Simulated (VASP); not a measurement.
Crystal: BaO.

```
Ba O
1.0
     0.00000    2.78679    2.78679
     2.78679    0.00000    2.78679
     2.78679    2.78679    0.00000
Ba O
1 1
Cartesian
  2.7868 2.7868 2.7868
  0.0000 0.0000 0.0000
```

Base run:

```yaml
Program: VASP 6.6.1
Functional: PBE
Potentials_or_basis: VASP PAW PBE potentials, release 64 (Ba_sv, O)
Cutoff: 600 eV
k_mesh: 6 × 6 × 6
Occupations: gaussian, width 0.05 eV
Spin: no spin polarisation
```

Its results: band gap on the k mesh 2.04 eV, direct; pressure 1.5 GPa.

Problem. The run is repeated on the same cell with these changes: functional from PBE to r2SCAN; cutoff from 600 eV to 660 eV; k mesh from 6 × 6 × 6 to 8 × 8 × 8. What comes out?

Solution. Band gap on the k mesh 2.37 eV, direct; pressure 0.3 GPa.

Several settings changed at once, so the effect can't be laid on one alone.

Caveats: spin-orbit coupling is left out, which moves the levels of the heavy elements; the PAW data sets were made with another functional, which shifts forces and pressure a little (some runs).

A k mesh can miss the band edges.
